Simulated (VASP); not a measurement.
# LaNi2H2 (I4/mmm) in VASP: single point with r2SCAN

Aim: the single point of LaNi2H2 with r2SCAN.

All numbers are computed with VASP 6.6.1; they aren't measurements. Logs are shortened: lines on timing, memory, paths and dates and some standing lists are left out, and cuts for length are marked.

## 1. The cell of the first run

The structure is tetragonal, space group I4/mmm (No. 139). The conventional cell has a = 3.740 Å, b = 3.740 Å, c = 8.840 Å, α = 90.00°, β = 90.00°, γ = 90.00°. Ni (site symmetry -4m2) has 4 H at 2.17 Å and 4 Ni at 2.64 Å and 4 La at 2.89 Å within 2.9 Å. Within 3.8 Å of La (site symmetry 4/mmm) lie 10 H at 2.87 to 3.31 Å and 8 Ni at 2.89 Å and 4 La at 3.74 Å. H (site symmetry 4mm) has 4 Ni at 2.17 Å and 1 H at 2.21 Å and 4 La at 2.87 Å within 2.9 Å.

## 2. Single point, r2SCAN

POSCAR

```
LaNi2H2
1.0
    0.0000000000      3.7399724200      0.0000000000
    3.7399724200      0.0000000000      0.0000000000
    1.8699857200      1.8699857200     -4.4199674100
Ni La H
2 1 2
Direct
    0.7500000000      0.2500000000      0.5000000000
    0.2500000000      0.7500000000      0.5000000000
    0.0000000000      0.0000000000      0.0000000000
    0.3750000000      0.3750000000      0.2500000000
    0.6250000000      0.6250000000      0.7500000000
```

INCAR.step1

```
SYSTEM = LaNi2H2
PREC     = Accurate       ! precision mode
ENCUT    = 520            ! plane-wave cutoff, eV
ISMEAR   = -5             ! smearing method
SIGMA    = 0.1            ! smearing width, eV
LREAL    = .FALSE.        ! projectors in reciprocal space
LASPH    = .TRUE.         ! aspherical terms in the spheres
NELM     = 100            ! most SCF steps
LMAXMIX  = 6              ! l up to which the mixer works
GGA      = PE             ! functional
ALGO     = Normal         ! electronic algorithm
EDIFF    = 1E-4           ! SCF threshold, eV
LWAVE    = .TRUE.         ! write WAVECAR
LCHARG   = .FALSE.        ! write CHGCAR
```

INCAR.step2

```
SYSTEM = LaNi2H2
PREC     = Accurate       ! precision mode
ENCUT    = 520            ! plane-wave cutoff, eV
EDIFF    = 1E-7           ! SCF threshold, eV
ISMEAR   = -5             ! smearing method
SIGMA    = 0.1            ! smearing width, eV
LREAL    = .FALSE.        ! projectors in reciprocal space
LASPH    = .TRUE.         ! aspherical terms in the spheres
NELM     = 100            ! most SCF steps
ALGO     = Normal         ! electronic algorithm
ISIF     = 2              ! what is computed and relaxed
LWAVE    = .FALSE.        ! write WAVECAR
LCHARG   = .FALSE.        ! write CHGCAR
LMAXMIX  = 6              ! l up to which the mixer works
METAGGA  = R2SCAN         ! meta-GGA
LMIXTAU  = .TRUE.       
LORBIT   = 11             ! projections on sites
ISTART   = 1
```

KPOINTS

```
regular mesh
0
G
  7 7 7
  0 0 0
```

Potentials or basis: VASP PAW PBE potentials, release 64 (Ni, La, H).

Run with:

```
$ cat potpaw_PBE.64/Ni/POTCAR potpaw_PBE.64/La/POTCAR potpaw_PBE.64/H/POTCAR > POTCAR
$ cp INCAR.step1 INCAR
$ mpirun -np 1 vasp_std > vasp.out
$ cp INCAR.step2 INCAR
$ mpirun -np 1 vasp_std > vasp.out
```

OUTCAR:

```text
SYSTEM = LaNi2H2
   PREC = Accurate
   ENCUT = 520
   EDIFF = 1E-7
   ISMEAR = -5
   LREAL = .FALSE.
   LASPH = .TRUE.
   NELM = 100
   ISIF = 2
   METAGGA = R2SCAN
   LORBIT = 11
   ISTART = 1

 ion  position               nearest neighbor table
   1  0.750  0.250  0.500-   2 2.64   2 2.64   2 2.64   2 2.64   3 2.89   3 2.89   3 2.89   3 2.89

   2  0.250  0.750  0.500-   1 2.64   1 2.64   1 2.64   1 2.64   3 2.89   3 2.89   3 2.89   3 2.89

   3  0.000  0.000  0.000-   1 2.89   2 2.89   1 2.89   2 2.89   1 2.89   2 2.89   1 2.89   2 2.89

   4  0.375  0.375  0.250-
   5  0.625  0.625  0.750-

  LATTYP: Found a body centered tetragonal cell.
 ALAT       =     3.7399724200
 C/A-ratio  =     2.3636363661

  Lattice vectors:

 A1 = (  -1.8699857200,   1.8699867000,   4.4199674100)
 A2 = (   1.8699867000,  -1.8699857200,   4.4199674100)
 A3 = (   1.8699857200,   1.8699857200,  -4.4199674100)

Analysis of symmetry for initial positions (statically):
=====================================================================
 Subroutine PRICEL returns:
 Original cell was already a primitive cell.

 Routine SETGRP: Setting up the symmetry group for a
 body centered tetragonal supercell.

 Subroutine GETGRP returns: Found 16 space group operations
 (whereof 16 operations were pure point group operations)
 out of a pool of 16 trial point group operations.

The static configuration has the point symmetry D_4h.

Analysis of symmetry for dynamics (positions and initial velocities):
=====================================================================
 Subroutine PRICEL returns:
 Original cell was already a primitive cell.

 Routine SETGRP: Setting up the symmetry group for a
 body centered tetragonal supercell.

 Subroutine GETGRP returns: Found 16 space group operations
 (whereof 16 operations were pure point group operations)
 out of a pool of 16 trial point group operations.

The dynamic configuration has the point symmetry D_4h.

 Subroutine INISYM returns: Found 16 space group operations
 (whereof 16 operations are pure point group operations),
 and found     1 'primitive' translations

----------------------------------------------------------------------------------------

                                     Primitive cell

  volume of cell :      61.8238

  direct lattice vectors                    reciprocal lattice vectors
     0.000000000  3.739972420  0.000000000     0.000000000  0.267381651  0.113122976
     3.739972420  0.000000000  0.000000000     0.267381651  0.000000000  0.113122976
     1.869985720  1.869985720 -4.419967410     0.000000000  0.000000000 -0.226246012

  length of vectors
     3.739972420  3.739972420  5.150709183     0.290326980  0.290326980  0.226246012

  position of ions in fractional coordinates (direct lattice)
     0.750000000  0.250000000  0.500000000
     0.250000000  0.750000000  0.500000000
     0.000000000  0.000000000  0.000000000
     0.375000000  0.375000000  0.250000000
     0.625000000  0.625000000  0.750000000

  ion indices of the primitive-cell ions
   primitive index   ion index
                 1           1
                 2           2
                 3           3
                 4           4
                 5           5

----------------------------------------------------------------------------------------

 KPOINTS: regular mesh

Automatic generation of k-mesh.
 Grid dimensions read from file:
 generate k-points for:    7    7    7

 Generating k-lattice:

  Cartesian coordinates                     Fractional coordinates (reciprocal lattice)
     0.000000000  0.038197379  0.016160425     0.142857143  0.000000000  0.000000000
     0.038197379  0.000000000  0.016160425     0.000000000  0.142857143  0.000000000
     0.000000000  0.000000000 -0.032320859     0.000000000  0.000000000  0.142857143

  Length of vectors
     0.041475283  0.041475283  0.032320859

  Shift w.r.t. Gamma in fractional coordinates (k-lattice)
     0.000000000  0.000000000  0.000000000

 TETIRR: Found    912 inequivalent tetrahedra from     2058

 Subroutine IBZKPT returns following result:
 ===========================================

 Found     40 irreducible k-points:

 Following reciprocal coordinates:
            Coordinates               Weight
  0.000000  0.000000  0.000000      1.000000
  0.142857  0.000000 -0.000000      8.000000
  0.285714  0.000000  0.000000      8.000000
  0.428571  0.000000  0.000000      8.000000
  0.142857  0.142857 -0.000000      8.000000
  0.285714  0.142857  0.000000     16.000000
[... 16 lines left out ...]
  0.285714  0.285714  0.142857      8.000000
  0.428571  0.285714  0.142857     16.000000
 [... further k-points ...]
   k-points           NKPTS =     40   k-points in BZ     NKDIM =     40   number of bands    NBANDS=     20
   number of dos      NEDOS =    301   number of ions     NIONS =      5
   total plane-waves  NPLWV =  31360
   dimension x,y,z NGX =    28 NGY =   28 NGZ =   40
   dimension x,y,z NGXF=    56 NGYF=   56 NGZF=   80
   ions per type =               2   1   2
   NGX,Y,Z   is equivalent  to a cutoff of  12.45, 12.45, 12.91 a.u.
   NGXF,Y,Z  is equivalent  to a cutoff of  24.89, 24.89, 25.82 a.u.
 SYSTEM =  LaNi2H2
   PREC   = accura    normal or accurate (medium, high low for compatibility)
   ISTART =      1    job   : 0-new  1-cont  2-samecut
   ICHARG =      0    charge: 1-file 2-atom 10-const
   ISPIN  =      1    spin polarized calculation?
   LNONCOLLINEAR =      F non collinear calculations
   LSORBIT =      F    spin-orbit coupling
   LASPH  =      T    aspherical Exc in radial PAW
   ENCUT  =  520.0 eV  38.22 Ry    6.18 a.u.   6.95  6.95  9.58*2*pi/ulx,y,z
   NELM   =    100;   NELMIN=  2; NELMDL=  0     # of ELM steps
   EDIFF  = 0.1E-06   stopping-criterion for ELM
   LREAL  =      F    real-space projection
   EDIFFG = 0.1E-05   stopping-criterion for IOM
   NSW    =      0    number of steps for IOM
   IBRION =     -1    ionic relax: 0-MD 1-quasi-New 2-CG
   NFREE  =      0    steps in history (QN), initial steepest desc. (CG)
   ISIF   =      2    stress and relaxation
   ISYM   =      2    0-nonsym 1-usesym 2-fastsym
   POTIM  = 0.5000    time-step for ionic-motion
   TEBEG  =    0.0;   TEEND  =   0.0 temperature during run
   PSTRESS=    0.0 pullay stress
   NELECT =      33.0000    total number of electrons
   NUPDOWN=      -1.0000    fix difference up-down
   EMIN   =  10.00;   EMAX   =-10.00  energy-range for DOS
   EFERMI =   0.00;   METHOD = LEGACY
   ISMEAR =    -5;   SIGMA  =   0.10  broadening in eV -4-tet -1-fermi 0-gaus
   EFERMI_NEDOS =   21; number of points for ismear=-14 and -15
   IALGO  =     38    algorithm
   IMIX   =      4    mixing-type and parameters
     AMIX     =   0.40;   BMIX     =  1.00
     AMIX_MAG =   1.60;   BMIX_MAG =  1.00
  volume/ion in A,a.u.               =      12.36        83.44
  Fermi-wavevector in a.u.,A,eV,Ry     =   1.327988  2.509534 23.994588  1.763552
  Thomas-Fermi vector in A             =   2.457259
   LORBIT       =     11    0 simple, 1 ext, 2 COOP (PROOUT), +10 PAW based schemes
   METAGGA = R2SCAN    functional components
   LHFCALC =     F    Hartree Fock is set to
   AEXX    =    0.0000 exact exchange contribution
   IVDW    =     0    specifies the selected vdW correction
   LEPSILON=     F    determine dielectric tensor
   LRPA    =     F    only Hartree local field effects (RPA)
 non-spin polarized calculation
 Fermi weights with tetrahedron method with Bloechl corrections
  energy-cutoff  :      520.00
  volume of cell :       61.82
 maximum number of plane-waves:      1684
   NGX = 13   NGY = 13   NGZ = 19

 number of electron      32.9999978 magnetization

 Free energy of the ion-electron system (eV)
  ---------------------------------------------------
  ext. energy  EPLUGINS =         0.00000000
  ---------------------------------------------------
  free energy    TOTEN  =       -60.35098847 eV

  energy without entropy =      -60.35098847  energy(sigma->0) =      -60.35098847

 E-fermi :   8.7460     XC(G=0): -11.9451

 val. band max:        8.7102732070   @ k =   0.1429   0.1429  -0.0000
 cond. band min:       8.6044213268   @ k =  -0.1429   0.1429   0.0000
 fundamental gap:     -0.1058518803
 Fermi energy:         8.7460224235

 k-point     1 :       0.0000    0.0000    0.0000
  band No.  band energies     occupation
      1     -25.1043      2.00000
      2      -8.6502      2.00000
      3      -8.1236      2.00000
      4      -8.1236      2.00000
      5      -0.1685      2.00000
      6       3.4692      2.00000
[... 12 lines left out ...]
     19       9.4754      0.00000
     20       9.4754      0.00000

 k-point     2 :       0.1429    0.0000   -0.0000
  band No.  band energies     occupation
      1     -25.0887      2.00000
      2      -8.6462      2.00000
      3      -8.3163      2.00000
      4      -8.1078      2.00000
      5       0.1810      2.00000
      6       3.3409      2.00000
[... 12 lines left out ...]
     19       9.6885      0.00000
     20       9.9946      0.00000

 k-point     3 :       0.2857    0.0000    0.0000
  band No.  band energies     occupation
      1     -25.0533      2.00000
      2      -8.7311      2.00000
      3      -8.6169      2.00000
      4      -8.0722      2.00000
      5       1.0287      2.00000
      6       2.9958      2.00000
[... 12 lines left out ...]
     19       9.9533      0.00000
     20      10.7476      0.00000

 k-point     4 :       0.4286    0.0000    0.0000
  band No.  band energies     occupation
      1     -25.0247      2.00000
      2      -9.0150      2.00000
      3      -8.6111      2.00000
      4      -8.0433      2.00000
      5       1.9065      2.00000
      6       2.5487      2.00000
[... 429 lines left out ...]
 k-point    23 :       0.2857    0.2857    0.1429
  band No.  band energies     occupation
      1     -25.0063      2.00000
      2      -8.6763      2.00000
      3      -8.5789      2.00000
      4      -8.5562      2.00000
      5       1.5274      2.00000
      6       3.1707      2.00000
[... 12 lines left out ...]
     19       9.9857      0.00000
     20      10.6617      0.00000

 k-point    24 :       0.4286    0.2857    0.1429
  band No.  band energies     occupation
      1     -24.9791      2.00000
      2      -8.9032      2.00000
      3      -8.5704      2.00000
      4      -8.5388      2.00000
      5       1.9014      2.00000
      6       2.8946      2.00000
[... 12 lines left out ...]
     19       9.8470      0.00000
     20      10.4846      0.00000

 [... further k-points ...]
[... 5 lines left out ...]
  --------------------------------------------------------------------------------------
  -------------------------------------------------------------------------------------
  Total       -3.5238210     -3.5238210     -0.8187339     -0.0000000     -0.0000001     -0.0000001
  in kB      -91.3205571    -91.3205571    -21.2176592     -0.0000000     -0.0000024     -0.0000024
  external PRESSURE =     -67.9529244 kB  Pullay stress =       0.0000000 kB

 VOLUME and BASIS-vectors are now :
 -----------------------------------------------------------------------------
  energy-cutoff  :      520.00
  volume of cell :       61.82
      direct lattice vectors                 reciprocal lattice vectors
     0.000000000  3.739972420  0.000000000     0.000000000  0.267381651  0.113122976
     3.739972420  0.000000000  0.000000000     0.267381651  0.000000000  0.113122976
     1.869985720  1.869985720 -4.419967410     0.000000000  0.000000000 -0.226246012

 POSITION                                       TOTAL-FORCE (eV/Angst)
 -----------------------------------------------------------------------------------
      1.86999      3.73997     -2.20998        -0.000000      0.000000      0.000000
      3.73997      1.86999     -2.20998         0.000000     -0.000000      0.000000
      0.00000      0.00000      0.00000        -0.000000     -0.000000      0.000000
      1.86999      1.86999     -1.10499        -0.000000     -0.000000     -0.868982
      3.73997      3.73997     -3.31498         0.000000      0.000000      0.868982
 -----------------------------------------------------------------------------------
    total drift:                                0.000000      0.000000      0.000000

  FREE ENERGIE OF THE ION-ELECTRON SYSTEM (eV)
  ---------------------------------------------------
  free  energy   TOTEN  =       -60.3509884692 eV

  energy  without entropy=      -60.3509884692  energy(sigma->0) =      -60.35098847

 total charge

# of ion       s       p       d       f       tot
--------------------------------------------------
    1        0.450   0.319   8.488   0.000   9.257
    2        0.450   0.319   8.488   0.000   9.257
    3        2.025   5.615   0.880   0.179   8.699
    4        0.434   0.012   0.000   0.000   0.445
    5        0.434   0.012   0.000   0.000   0.445
--------------------------------------------------
tot          3.792   6.276  17.857   0.179  28.104
```

Wall time 5.2 min (1 thread of Intel Xeon Platinum 8375C at 2.90GHz (Ice Lake), shared host); peak memory 0.23 GiB.

Results:

| Property | Result |
| --- | --- |
| Free energy | -60.3510 eV |
| Pressure | -6.8 GPa |
| Largest force | 0.869 eV/Å |
| Band gap on the k mesh | zero (an odd number of electrons rules out a gap without spin polarisation) |
| Valence electrons inside the program's atomic spheres | Ni 9.26; La 8.70; H 0.45 |

Forces on the atoms (eV/Å):
```
Ni   0.000  0.000  0.000
Ni   0.000  0.000  0.000
La   0.000  0.000  0.000
H    0.000  0.000 -0.869
H    0.000  0.000  0.869
```

Stress tensor (GPa, compression positive):
```
-9.13  0.00  0.00
 0.00 -9.13  0.00
 0.00  0.00 -2.12
```

Levels at points of the mesh, in eV from the Fermi level:
```tsv
k point	band 13	band 14	band 15	band 16	band 17	band 18	band 19	band 20
(0.00, 0.00, 0.00)	-1.76	-1.22	-1.02	-0.85	-0.51	-0.30	0.73	0.73
```

Caveat: the cell stands under tension; the PAW data sets were made with another functional, which shifts forces and pressure a little; spin-orbit coupling is left out, which moves the levels of the heavy elements; tetrahedron occupations give inexact forces and stress in metals. Spin polarisation is off, so any magnetic state and its effect on volume and gap are missing.
